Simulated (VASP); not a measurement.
Here is a VASP 6.6.1 calculation.

The input POSCAR:

```
MnS
1.0
    0.0000000000      2.6555815960      2.6555815960
    2.6555815960      0.0000000000      2.6555815960
    2.6555815960      2.6555815960      0.0000000000
Mn S
1 1
Direct
    0.0000000000      0.0000000000      0.0000000000
    0.5000000000      0.5000000000      0.5000000000
```

File INCAR.step1:

```
SYSTEM = MnS
ALGO = Normal
EDIFF = 1E-4
ENCUT = 520
GGA = PE
ISMEAR = -1
ISPIN = 2
LASPH = .True.
LCHARG = .False.
LMAXMIX = 4
LREAL = .False.
LWAVE = .True.
MAGMOM = 4 0
NBANDS = 20
NELM = 150
PREC = Accurate
SIGMA = 0.05
```

The input INCAR.step2:

```
SYSTEM = MnS
ALGO = Normal
EDIFF = 1E-7
ENCUT = 520
ISIF = 2
ISMEAR = -1
ISPIN = 2
ISTART = 1
LASPH = .True.
LCHARG = .False.
LMAXMIX = 4
LMIXTAU = .True.
LORBIT = 11
LREAL = .False.
LWAVE = .False.
MAGMOM = 4 0
METAGGA = R2SCAN
NBANDS = 20
NELM = 150
PREC = Accurate
SIGMA = 0.05
```

KPOINTS

```
k-points
0
Gamma
  9 9 9
  0 0 0
```

Potentials or basis: VASP PAW PBE potentials, release 64 (Mn_pv, S).

Run with:

```bash
$ cat potpaw_PBE.64/Mn_pv/POTCAR potpaw_PBE.64/S/POTCAR > POTCAR
$ cp INCAR.step1 INCAR
$ mpirun -np 1 vasp_std > vasp.out
$ cp INCAR.step2 INCAR
$ mpirun -np 1 vasp_std > vasp.out
```

Q: What does it give for the pressure?

A: -3.9 GPa.

Q: Predict the net moment.

A: 5.00 μB per cell.

Q: Predict the site moments.

A: Mn +4.53; S +0.13 μB.

Caveat: the PAW data sets were made with another functional, which shifts forces and pressure a little; a cell with one magnetic atom can't hold antiferromagnetic order, which such compounds often take.
